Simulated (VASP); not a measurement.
# RbBr (Pm-3m) in VASP: single point with PBEsol

Aim: the single point of RbBr with PBEsol.

All numbers are computed with VASP 6.6.1; they aren't measurements. Logs are shortened: lines on timing, memory, paths and dates and some standing lists are left out, and cuts for length are marked.

### Step 1. The cell of the first run

The structure is cubic, space group Pm-3m (No. 221). Conventional cell: a = 4.126 Å, b = 4.126 Å, c = 4.126 Å, α = 90.00°, β = 90.00°, γ = 90.00°. Within 4.7 Å of Rb (site symmetry m-3m) lie 8 Br at 3.57 Å and 6 Rb at 4.13 Å. Br (site symmetry m-3m) has 8 Rb at 3.57 Å and 6 Br at 4.13 Å within 4.7 Å.

### Step 2. Single point, PBEsol

The input, INCAR:

```
SYSTEM = RbBr
PREC     = Accurate       ! precision mode
ENCUT    = 500            ! plane-wave cutoff, eV
EDIFF    = 1E-6           ! SCF threshold, eV
ISMEAR   = 0              ! smearing method
SIGMA    = 0.01           ! smearing width, eV
LREAL    = .FALSE.        ! projectors in reciprocal space
LASPH    = .TRUE.         ! aspherical terms in the spheres
NELM     = 120            ! most SCF steps
ALGO     = Normal         ! electronic algorithm
ISIF     = 2              ! what is computed and relaxed
LWAVE    = .FALSE.        ! write WAVECAR
LCHARG   = .TRUE.         ! write CHGCAR
GGA      = PS             ! functional
LELF     = .TRUE.         ! ELF
LVHAR    = .TRUE.       
NBANDS   = 15             ! bands
GGA_COMPAT= .FALSE.
```

The input, KPOINTS:

```
regular mesh
0
G
  4 4 4
  0 0 0
```

The input, POSCAR:

```
RbBr
1.0
    4.1260770000      0.0000000000      0.0000000000
    0.0000000000      4.1260770000      0.0000000000
    0.0000000000      0.0000000000      4.1260770000
Rb Br
1 1
Direct
    0.0000000000      0.0000000000      0.0000000000
    0.5000000000      0.5000000000      0.5000000000
```

Potentials or basis: VASP PAW PBE potentials, release 64 (Rb_sv, Br).

The run is started by

```sh
$ cat potpaw_PBE.64/Rb_sv/POTCAR potpaw_PBE.64/Br/POTCAR > POTCAR
$ mpirun -np 1 vasp_std > vasp.out
```

OUTCAR:

```text
SYSTEM = RbBr
   PREC = Accurate
   ENCUT = 500
   EDIFF = 1E-6
   ISMEAR = 0
   LREAL = .FALSE.
   LASPH = .TRUE.
   NELM = 120
   ISIF = 2
   GGA = PS

 ion  position               nearest neighbor table
   1  0.000  0.000  0.000-   2 3.57   2 3.57   2 3.57   2 3.57   2 3.57   2 3.57   2 3.57   2 3.57

   2  0.500  0.500  0.500-   1 3.57   1 3.57   1 3.57   1 3.57   1 3.57   1 3.57   1 3.57   1 3.57

  LATTYP: Found a simple cubic cell.
 ALAT       =     4.1260770000

  Lattice vectors:

 A1 = (   4.1260770000,   0.0000000000,   0.0000000000)
 A2 = (   0.0000000000,   4.1260770000,   0.0000000000)
 A3 = (   0.0000000000,   0.0000000000,   4.1260770000)

Analysis of symmetry for initial positions (statically):
=====================================================================
 Subroutine PRICEL returns:
 Original cell was already a primitive cell.

 Routine SETGRP: Setting up the symmetry group for a
 simple cubic supercell.

 Subroutine GETGRP returns: Found 48 space group operations
 (whereof 48 operations were pure point group operations)
 out of a pool of 48 trial point group operations.

The static configuration has the point symmetry O_h .

Analysis of symmetry for dynamics (positions and initial velocities):
=====================================================================
 Subroutine PRICEL returns:
 Original cell was already a primitive cell.

 Routine SETGRP: Setting up the symmetry group for a
 simple cubic supercell.

 Subroutine GETGRP returns: Found 48 space group operations
 (whereof 48 operations were pure point group operations)
 out of a pool of 48 trial point group operations.

The dynamic configuration has the point symmetry O_h .

 Subroutine INISYM returns: Found 48 space group operations
 (whereof 48 operations are pure point group operations),
 and found     1 'primitive' translations

----------------------------------------------------------------------------------------

                                     Primitive cell

  volume of cell :      70.2444

  direct lattice vectors                    reciprocal lattice vectors
     4.126077000  0.000000000  0.000000000     0.242360964  0.000000000  0.000000000
     0.000000000  4.126077000  0.000000000     0.000000000  0.242360964  0.000000000
     0.000000000  0.000000000  4.126077000     0.000000000  0.000000000  0.242360964

  length of vectors
     4.126077000  4.126077000  4.126077000     0.242360964  0.242360964  0.242360964

  position of ions in fractional coordinates (direct lattice)
     0.000000000  0.000000000  0.000000000
[... 75 lines left out ...]
   NUPDOWN=      -1.0000    fix difference up-down
   EMIN   =  10.00;   EMAX   =-10.00  energy-range for DOS
   EFERMI =   0.00;   METHOD = LEGACY
   ISMEAR =     0;   SIGMA  =   0.01  broadening in eV -4-tet -1-fermi 0-gaus
   EFERMI_NEDOS =   21; number of points for ismear=-14 and -15
   IALGO  =     38    algorithm
   IMIX   =      4    mixing-type and parameters
     AMIX     =   0.40;   BMIX     =  1.00
     AMIX_MAG =   1.60;   BMIX_MAG =  1.00
  volume/ion in A,a.u.               =      35.12       237.02
  Fermi-wavevector in a.u.,A,eV,Ry     =   0.999795  1.889338 13.600240  0.999589
  Thomas-Fermi vector in A             =   2.132109
   LORBIT       =      0    0 simple, 1 ext, 2 COOP (PROOUT), +10 PAW based schemes
   GGA     = PS    functional components
   LHFCALC =     F    Hartree Fock is set to
   AEXX    =    0.0000 exact exchange contribution
   IVDW    =     0    specifies the selected vdW correction
   LEPSILON=     F    determine dielectric tensor
   LRPA    =     F    only Hartree local field effects (RPA)
 non-spin polarized calculation
 Gauss-broadening in eV      SIGMA  =   0.01
  energy-cutoff  :      500.00
  volume of cell :       70.24
 maximum number of plane-waves:      1803
   NGX = 15   NGY = 15   NGZ = 15

 number of electron      16.0000005 magnetization

 Free energy of the ion-electron system (eV)
  ---------------------------------------------------
  ext. energy  EPLUGINS =         0.00000000
  ---------------------------------------------------
  free energy    TOTEN  =        -6.29369023 eV

  energy without entropy =       -6.29369023  energy(sigma->0) =       -6.29369023

 E-fermi :  -0.7192     XC(G=0):  -8.1183

 val. band max:       -0.7649884535   @ k =   0.5000   0.5000   0.0000
 cond. band min:       3.1366813196   @ k =   0.0000   0.0000   0.0000
 fundamental gap:      3.9016697731
 Fermi energy:        -0.7191682882

 k-point     1 :       0.0000    0.0000    0.0000
  band No.  band energies     occupation
      1     -25.7976      2.00000
      2     -13.4016      2.00000
      3      -9.7901      2.00000
      4      -9.7901      2.00000
      5      -9.7901      2.00000
      6      -0.9222      2.00000
      7      -0.9222      2.00000
      8      -0.9222      2.00000
      9       3.1367      0.00000
     10       4.6940      0.00000
     11       4.6940      0.00000
     12       9.1339      0.00000
     13       9.1339      0.00000
     14       9.1339      0.00000
[... 149 lines left out ...]
      2     -13.1017      2.00000
      3     -10.0204      2.00000
      4     -10.0204      2.00000
      5     -10.0204      2.00000
      6      -2.1315      2.00000
      7      -2.1315      2.00000
      8      -2.1315      2.00000
      9       7.3234      0.00000
     10       7.3234      0.00000
     11       7.3234      0.00000
     12       8.5238      0.00000
     13       8.5238      0.00000
     14       8.5238      0.00000
     15      11.4054      0.00000

------------------------ aborting loop because EDIFF is reached ----------------------------------------

  FORCE on cell =-STRESS in cart. coord.  units (eV):
  Direction    XX          YY          ZZ          XY          YZ          ZX
  --------------------------------------------------------------------------------------
  -------------------------------------------------------------------------------------
  Total       -0.2356918     -0.2356918     -0.2356918     -0.0000000      0.0000000     -0.0000000
  in kB       -5.3758004     -5.3758004     -5.3758004     -0.0000000      0.0000000     -0.0000000
  external PRESSURE =      -5.3758004 kB  Pullay stress =       0.0000000 kB

 VOLUME and BASIS-vectors are now :
 -----------------------------------------------------------------------------
  energy-cutoff  :      500.00
  volume of cell :       70.24
      direct lattice vectors                 reciprocal lattice vectors
     4.126077000  0.000000000  0.000000000     0.242360964  0.000000000  0.000000000
     0.000000000  4.126077000  0.000000000     0.000000000  0.242360964  0.000000000
     0.000000000  0.000000000  4.126077000     0.000000000  0.000000000  0.242360964

 POSITION                                       TOTAL-FORCE (eV/Angst)
 -----------------------------------------------------------------------------------
      0.00000      0.00000      0.00000         0.000000      0.000000      0.000000
      2.06304      2.06304      2.06304         0.000000      0.000000      0.000000
 -----------------------------------------------------------------------------------
    total drift:                                0.000000      0.000000     -0.000000

  FREE ENERGIE OF THE ION-ELECTRON SYSTEM (eV)
  ---------------------------------------------------
  free  energy   TOTEN  =        -6.2936902277 eV

  energy  without entropy=       -6.2936902277  energy(sigma->0) =       -6.29369023
```

OSZICAR:

```text
N       E                     dE             d eps       ncg     rms          rms(c)
DAV:   1     0.760054717891E+02    0.76005E+02   -0.65964E+03   300   0.894E+02
DAV:   2    -0.159045041525E+01   -0.77596E+02   -0.71455E+02   436   0.160E+02
DAV:   3    -0.638487990155E+01   -0.47944E+01   -0.47773E+01   385   0.415E+01
DAV:   4    -0.651332298995E+01   -0.12844E+00   -0.12842E+00   449   0.610E+00
DAV:   5    -0.651402440900E+01   -0.70142E-03   -0.70141E-03   406   0.492E-01    0.247E+00
DAV:   6    -0.632450585568E+01    0.18952E+00   -0.16224E-01   349   0.222E+00    0.164E+00
DAV:   7    -0.629196924790E+01    0.32537E-01   -0.87013E-02   370   0.169E+00    0.857E-01
DAV:   8    -0.629373063571E+01   -0.17614E-02   -0.12160E-02   366   0.643E-01    0.135E-01
DAV:   9    -0.629359087403E+01    0.13976E-03   -0.56936E-04   412   0.124E-01    0.527E-02
DAV:  10    -0.629368985438E+01   -0.98980E-04   -0.18062E-04   374   0.860E-02    0.104E-02
DAV:  11    -0.629369022771E+01   -0.37333E-06   -0.59836E-06   412   0.162E-02
   1 F= -.62936902E+01 E0= -.62936902E+01  d E =-.201562E-12
```

stdout:

```text
POSCAR found type information on POSCAR RbBr
 POSCAR found :  2 types and       2 ions
 scaLAPACK will be used
 -----------------------------------------------------------------------------
|                                                                             |
|                                                                             |
|     You enforced a specific xc type in the INCAR file but a different       |
|     I HOPE YOU KNOW WHAT YOU ARE DOING!                                     |
|                                                                             |
 -----------------------------------------------------------------------------

 LDA part: xc-table for (Slater+PW92), standard interpolation
 POSCAR, INCAR and KPOINTS ok, starting setup
 FFT: planning ... GRIDC
 FFT: planning ... GRID_SOFT
 FFT: planning ... GRID
 WAVECAR not read
 entering main loop
```

Run time: 21 s. Hardware: 1 thread of Intel Xeon 8259CL, shared host; peak memory 0.16 GiB.

What came out:

| Quantity | Value |
| --- | --- |
| Free energy | -6.2937 eV |
| Pressure | -0.5 GPa |
| Band gap on the k mesh | 3.90 eV (least direct gap 4.06 eV) |

Levels at points of the mesh, in eV from the valence-band top:
```
           k point  band 4  band 5  band 6  band 7  band 8  band 9  band 10  band 11  band 12  band 13
(0.00, 0.00, 0.00)   -9.03   -9.03   -0.16   -0.16   -0.16    3.90     5.46     5.46     9.90     9.90
(0.50, 0.00, 0.00)   -8.98   -8.98   -1.76   -0.23   -0.23    6.79     6.93     7.53     8.57     9.79
(0.50, 0.50, 0.00)   -9.34   -8.94   -1.07   -1.07    0.00    5.18     6.09     7.89     7.89    10.64
(0.50, 0.50, 0.50)   -9.26   -9.26   -1.37   -1.37   -1.37    8.09     8.09     8.09     9.29     9.29
```

Caveat: the PAW data sets were made with another functional, which shifts forces and pressure a little. A k mesh can miss the band edges.
